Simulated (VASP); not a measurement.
# TiTe2 (P-3m1) in VASP: further runs

Runs on TiTe2. Level: PBE+D3(BJ). Tasks: single point.

Everything below comes from runs of VASP 6.6.1. Logs are shortened: lines on timing, memory, paths and dates and some standing lists are left out, and cuts for length are marked.

### 1 The cell of the first run

It takes space group P-3m1 (No. 164, trigonal). Conventional cell: a = 3.547 Å, b = 3.547 Å, c = 6.100 Å, α = 90.00°, β = 90.00°, γ = 120.00°. Within 3.6 Å of Ti (site symmetry -3m) lie 6 Te at 2.69 Å and 6 Ti at 3.55 Å. Te (site symmetry 3m) has 3 Ti at 2.69 Å and 9 Te at 3.33 to 3.55 Å within 3.6 Å.

### 2 Single point, PBE+D3(BJ) (22.15 Å³/atom)

INCAR

```
PREC = Accurate
ENCUT = 520
EDIFF = 1E-7
ISMEAR = 0
SIGMA = 0.1
LREAL = False
LASPH = True
NELM = 100
ALGO = Normal
ISIF = 2
LWAVE = False
LCHARG = False
GGA = PE
IVDW = 12
NBANDS = 19
```

KPOINTS

```
regular mesh
0
Gamma
  15 15 8
```

POSCAR

```
TiTe2
1.0
    3.5469270126      0.0000000000      0.0000000000
   -1.7734635063      3.0717288983      0.0000000000
    0.0000000000      0.0000000000      6.0998972314
Ti Te
1 2
Direct
    0.0000000000      0.0000000000      0.0000000000
    0.6666666667      0.3333333333      0.2851891732
    0.3333333333      0.6666666667      0.7148108268
```

Potentials or basis: VASP PAW PBE potentials, release 64 (Ti_sv, Te).

Started as:

```sh
$ cat potpaw_PBE.64/Ti_sv/POTCAR potpaw_PBE.64/Te/POTCAR > POTCAR
$ mpirun -np 1 vasp_std > vasp.out
```

OUTCAR:

```text
PREC = Accurate
   ENCUT = 520
   EDIFF = 1E-7
   ISMEAR = 0
   LREAL = False
   LASPH = True
   NELM = 100
   ISIF = 2
   GGA = PE
   IVDW = 12
 IVDW          = 12

 ion  position               nearest neighbor table
   1  0.000  0.000  0.000-   2 2.69   3 2.69   2 2.69   3 2.69   2 2.69   3 2.69
   2  0.667  0.333  0.285-   1 2.69   1 2.69   1 2.69   3 3.33   3 3.33   3 3.33
   3  0.333  0.667  0.715-   1 2.69   1 2.69   1 2.69   2 3.33   2 3.33   2 3.33

  LATTYP: Found a hexagonal cell.
 ALAT       =     3.5469270126
 C/A-ratio  =     1.7197695948

  Lattice vectors:

 A1 = (   3.5469270126,   0.0000000000,   0.0000000000)
 A2 = (  -1.7734635063,   3.0717288983,   0.0000000000)
 A3 = (   0.0000000000,   0.0000000000,   6.0998972314)

Analysis of symmetry for initial positions (statically):
=====================================================================
 Subroutine PRICEL returns:
 Original cell was already a primitive cell.

 Routine SETGRP: Setting up the symmetry group for a
 hexagonal supercell.

 Subroutine GETGRP returns: Found 12 space group operations
 (whereof 12 operations were pure point group operations)
 out of a pool of 24 trial point group operations.

The static configuration has the point symmetry D_3d.

Analysis of symmetry for dynamics (positions and initial velocities):
=====================================================================
 Subroutine PRICEL returns:
 Original cell was already a primitive cell.

 Routine SETGRP: Setting up the symmetry group for a
 hexagonal supercell.

 Subroutine GETGRP returns: Found 12 space group operations
 (whereof 12 operations were pure point group operations)
 out of a pool of 24 trial point group operations.

The dynamic configuration has the point symmetry D_3d.

 Subroutine INISYM returns: Found 12 space group operations
 (whereof 12 operations are pure point group operations),
 and found     1 'primitive' translations

----------------------------------------------------------------------------------------

                                     Primitive cell

  volume of cell :      66.4596

  direct lattice vectors                    reciprocal lattice vectors
     3.546927013  0.000000000  0.000000000     0.281934192  0.162774781  0.000000000
    -1.773463506  3.071728898  0.000000000     0.000000000  0.325549563  0.000000000
     0.000000000  0.000000000  6.099897231     0.000000000  0.000000000  0.163937188

  length of vectors
     3.546927013  3.546927013  6.099897231     0.325549563  0.325549563  0.163937188

  position of ions in fractional coordinates (direct lattice)
     0.000000000  0.000000000  0.000000000
     0.666666667  0.333333333  0.285189173
     0.333333333  0.666666667  0.714810827

  ion indices of the primitive-cell ions
   primitive index   ion index
                 1           1
                 2           2
                 3           3

----------------------------------------------------------------------------------------

 KPOINTS: regular mesh

Automatic generation of k-mesh.
 Grid dimensions read from file:
 generate k-points for:   15   15    8

 Generating k-lattice:

  Cartesian coordinates                     Fractional coordinates (reciprocal lattice)
     0.018795613  0.010851652  0.000000000     0.066666667  0.000000000  0.000000000
     0.000000000  0.021703304  0.000000000     0.000000000  0.066666667  0.000000000
     0.000000000  0.000000000  0.020492149     0.000000000  0.000000000  0.125000000

  Length of vectors
     0.021703304  0.021703304  0.020492149

  Shift w.r.t. Gamma in fractional coordinates (k-lattice)
     0.000000000  0.000000000  0.000000000

 Subroutine IBZKPT returns following result:
 ===========================================

 Found    192 irreducible k-points:

 Following reciprocal coordinates:
            Coordinates               Weight
  0.000000  0.000000  0.000000      1.000000
  0.066667  0.000000  0.000000      6.000000
  0.133333 -0.000000  0.000000      6.000000
  0.200000 -0.000000  0.000000      6.000000
  0.266667 -0.000000  0.000000      6.000000
  0.333333  0.000000  0.000000      6.000000
[... 16 lines left out ...]
  0.333333  0.200000  0.000000     12.000000
  0.400000  0.200000  0.000000      6.000000
 [... further k-points ...]
   k-points           NKPTS =    192   k-points in BZ     NKDIM =    192   number of bands    NBANDS=     19
   number of dos      NEDOS =    301   number of ions     NIONS =      3
   total plane-waves  NPLWV =  37632
   dimension x,y,z NGX =    28 NGY =   28 NGZ =   48
   dimension x,y,z NGXF=    56 NGYF=   56 NGZF=   96
   ions per type =               1   2
   NGX,Y,Z   is equivalent  to a cutoff of  13.12, 13.12, 13.08 a.u.
   NGXF,Y,Z  is equivalent  to a cutoff of  26.25, 26.25, 26.16 a.u.
 SYSTEM =  unknown system
   PREC   = accura    normal or accurate (medium, high low for compatibility)
   ISTART =      0    job   : 0-new  1-cont  2-samecut
   ICHARG =      2    charge: 1-file 2-atom 10-const
   ISPIN  =      1    spin polarized calculation?
   LNONCOLLINEAR =      F non collinear calculations
   LSORBIT =      F    spin-orbit coupling
   LASPH  =      T    aspherical Exc in radial PAW
   ENCUT  =  520.0 eV  38.22 Ry    6.18 a.u.   6.59  6.59 11.34*2*pi/ulx,y,z
   NELM   =    100;   NELMIN=  2; NELMDL= -5     # of ELM steps
   EDIFF  = 0.1E-06   stopping-criterion for ELM
   LREAL  =      F    real-space projection
   EDIFFG = 0.1E-05   stopping-criterion for IOM
   NSW    =      0    number of steps for IOM
   IBRION =     -1    ionic relax: 0-MD 1-quasi-New 2-CG
   NFREE  =      0    steps in history (QN), initial steepest desc. (CG)
   ISIF   =      2    stress and relaxation
   ISYM   =      2    0-nonsym 1-usesym 2-fastsym
   POTIM  = 0.5000    time-step for ionic-motion
   TEBEG  =    0.0;   TEEND  =   0.0 temperature during run
   PSTRESS=    0.0 pullay stress
   NELECT =      24.0000    total number of electrons
   NUPDOWN=      -1.0000    fix difference up-down
   EMIN   =  10.00;   EMAX   =-10.00  energy-range for DOS
   EFERMI =   0.00;   METHOD = LEGACY
   ISMEAR =     0;   SIGMA  =   0.10  broadening in eV -4-tet -1-fermi 0-gaus
   EFERMI_NEDOS =   21; number of points for ismear=-14 and -15
   IALGO  =     38    algorithm
   IMIX   =      4    mixing-type and parameters
     AMIX     =   0.40;   BMIX     =  1.00
     AMIX_MAG =   1.60;   BMIX_MAG =  1.00
  volume/ion in A,a.u.               =      22.15       149.50
  Fermi-wavevector in a.u.,A,eV,Ry     =   1.165805  2.203053 18.491705  1.359102
  Thomas-Fermi vector in A             =   2.302326
   LORBIT       =      0    0 simple, 1 ext, 2 COOP (PROOUT), +10 PAW based schemes
   GGA     = PE    functional components
   LHFCALC =     F    Hartree Fock is set to
   AEXX    =    0.0000 exact exchange contribution
   IVDW    =    12    specifies the selected vdW correction
   LEPSILON=     F    determine dielectric tensor
   LRPA    =     F    only Hartree local field effects (RPA)
 non-spin polarized calculation
 Gauss-broadening in eV      SIGMA  =   0.10
  energy-cutoff  :      520.00
  volume of cell :       66.46
 maximum number of plane-waves:      1823
 NGX is ok and might be reduce to    28
   NGX = 13   NGY = 13   NGZ = 23

 number of electron      24.0000000 magnetization

 Free energy of the ion-electron system (eV)
  ---------------------------------------------------
  ext. energy  EPLUGINS =         0.00000000
  ---------------------------------------------------
  free energy    TOTEN  =       -15.74178259 eV

  energy without entropy =      -15.73512418  energy(sigma->0) =      -15.73845338

 E-fermi :   9.3883     XC(G=0): -10.8154

 val. band max:        9.3839442138   @ k =   0.3333   0.0000   0.5000
 cond. band min:       9.3917135476   @ k =   0.3333   0.0667   0.3750
 fundamental gap:      0.0077693338
 Fermi energy:         9.3883368050

 k-point     1 :       0.0000    0.0000    0.0000
  band No.  band energies     occupation
      1     -47.7305      2.00000
      2     -24.0130      2.00000
      3     -24.0072      2.00000
      4     -24.0072      2.00000
      5      -4.3579      2.00000
      6      -2.0135      2.00000
[... 11 lines left out ...]
     18      14.8004      0.00000
     19      16.7177      0.00000

 k-point     2 :       0.0667    0.0000    0.0000
  band No.  band energies     occupation
      1     -47.7302      2.00000
      2     -24.0120      2.00000
      3     -24.0110      2.00000
      4     -24.0081      2.00000
      5      -4.2943      2.00000
      6      -1.9779      2.00000
[... 11 lines left out ...]
     18      15.2531      0.00000
     19      17.0938      0.00000

 k-point     3 :       0.1333   -0.0000    0.0000
  band No.  band energies     occupation
      1     -47.7292      2.00000
      2     -24.0219      2.00000
      3     -24.0105      2.00000
      4     -24.0093      2.00000
      5      -4.1057      2.00000
      6      -1.8751      2.00000
[... 11 lines left out ...]
     18      15.7094      0.00000
     19      17.1182      0.00000

 k-point     4 :       0.2000   -0.0000    0.0000
  band No.  band energies     occupation
      1     -47.7279      2.00000
      2     -24.0378      2.00000
      3     -24.0141      2.00000
      4     -24.0054      2.00000
      5      -3.7992      2.00000
      6      -1.7178      2.00000
[... 407 lines left out ...]
     18      14.1083      0.00000
     19      17.1325      0.00000

 k-point    23 :       0.3333    0.2000    0.0000
  band No.  band energies     occupation
      1     -47.7225      2.00000
      2     -24.0825      2.00000
      3     -24.0443      2.00000
      4     -23.9903      2.00000
      5      -1.8800      2.00000
      6      -1.2131      2.00000
[... 11 lines left out ...]
     18      13.7428      0.00000
     19      17.1002      0.00000

 k-point    24 :       0.4000    0.2000    0.0000
  band No.  band energies     occupation
      1     -47.7223      2.00000
      2     -24.0842      2.00000
      3     -24.0463      2.00000
      4     -23.9895      2.00000
      5      -1.6345      2.00000
      6      -1.2902      2.00000
[... 11 lines left out ...]
     18      13.6356      0.00000
     19      17.0986      0.00000

 [... further k-points ...]

------------------------ aborting loop because EDIFF is reached ----------------------------------------

 Edisp (eV)   -1.78368

 E8    (eV) :    -0.8246

  FORCE on cell =-STRESS in cart. coord.  units (eV):
  Direction    XX          YY          ZZ          XY          YZ          ZX
  --------------------------------------------------------------------------------------
  -------------------------------------------------------------------------------------
  Total       3.25701     3.25701     3.25983     0.00000     0.00000     0.00000
  in kB      78.51851    78.51851    78.58637     0.00000     0.00000     0.00000
  external pressure =       78.54 kB  Pullay stress =        0.00 kB

 VOLUME and BASIS-vectors are now :
 -----------------------------------------------------------------------------
  energy-cutoff  :      520.00
  volume of cell :       66.46
      direct lattice vectors                 reciprocal lattice vectors
     3.546927013  0.000000000  0.000000000     0.281934192  0.162774781  0.000000000
    -1.773463506  3.071728898  0.000000000     0.000000000  0.325549563  0.000000000
     0.000000000  0.000000000  6.099897231     0.000000000  0.000000000  0.163937188

 POSITION                                       TOTAL-FORCE (eV/Angst)
 -----------------------------------------------------------------------------------
      0.00000      0.00000      0.00000         0.000000      0.000000      0.000000
      1.77346      1.02391      1.73962        -0.000000      0.000000      0.008591
     -0.00000      2.04782      4.36027        -0.000000      0.000000     -0.008591
 -----------------------------------------------------------------------------------
    total drift:                               -0.000000     -0.000000     -0.000000

  FREE ENERGIE OF THE ION-ELECTRON SYSTEM (eV)
  ---------------------------------------------------
  free  energy   TOTEN  =       -17.5254618462 eV

  energy  without entropy=      -17.5188034351  energy(sigma->0) =      -17.52213264
```

Wall time 2 min (1 thread of Intel Xeon 6975P-C (Granite Rapids), shared host); peak memory 0.37 GiB.

What came out:

```yaml
Free_energy: -17.5255 eV
Pressure: 7.9 GPa
Largest_force: 0.009 eV/Å
Band_gap_on_the_k_mesh: zero (bands 12 and 13 overlap by 0.94 eV)
Dispersion_energy_per_atom: -0.595 eV
```

Forces on the atoms (eV/Å):
```
Ti   0.000  0.000  0.000
Te   0.000  0.000  0.009
Te   0.000  0.000 -0.009
```

Caveat: the cell stands under pressure; spin-orbit coupling is left out, which moves the levels of the heavy elements.

(Part 1 of 2 ends here.)
